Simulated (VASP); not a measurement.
Pb:

```
Pb
1.0
     3.52437    0.00000    0.00000
    -1.76218    3.05219    0.00000
     0.00000    0.00000   11.49524
Pb
4
Cartesian
  0.0000 0.0000 0.0000
  0.0000 2.0348 2.8738
  0.0000 0.0000 5.7476
  1.7622 1.0174 8.6214
```

```yaml
Program: VASP 6.6.1
Task: relaxation of cell and atoms
Functional: PBEsol
Potentials_or_basis: VASP PAW PBE potentials, release 64 (Pb_d)
Cutoff: 600 eV
k_mesh: 15 × 15 × 4
Occupations: gaussian, width 0.1 eV
Spin: no spin polarisation
```

At the start: pressure -1.4 GPa; volume 30.91 Å³/atom.

Q: Where does the relaxation end?

A: Over 10 steps the energy falls by 4.2 meV/atom and the volume is 29.96 Å³/atom (-3.1 %); space group P6_3/mmc (No. 194, to 0.05 Å).

The path:
```csv
step,energy change (eV),largest force (eV/Å),pressure (GPa),volume (Å³)
1,0.0000,0.0000,-1.38,123.65
2,-0.0157,0.0000,0.40,118.95
3,-0.0168,0.0000,0.01,119.88
4,-0.0168,0.0000,-0.03,119.96
5,-0.0170,0.0000,-0.03,119.96
6,-0.0170,0.0000,-0.03,119.96
7,-0.0170,0.0000,-0.03,119.96
8,-0.0170,0.0000,-0.03,119.96
9,-0.0170,0.0000,-0.03,119.96
10,-0.0170,0.0000,0.01,119.84
```

Final structure:
```cif
data_structure
_symmetry_space_group_name_H-M 'P 1'
_symmetry_Int_Tables_number 1
_cell_length_a 3.4818
_cell_length_b 3.4818
_cell_length_c 11.4147
_cell_angle_alpha 90.000
_cell_angle_beta 90.000
_cell_angle_gamma 120.000
_cell_volume 119.84
loop_
_atom_site_label
_atom_site_type_symbol
_atom_site_fract_x
_atom_site_fract_y
_atom_site_fract_z
_atom_site_occupancy
Pb1 Pb 0.00000 0.00000 0.00000 1
Pb2 Pb 0.33333 0.66667 0.25000 1
Pb3 Pb 0.00000 0.00000 0.50000 1
Pb4 Pb 0.66667 0.33333 0.75000 1
```

Caveat: the PAW data sets were made with another functional, which shifts forces and pressure a little.
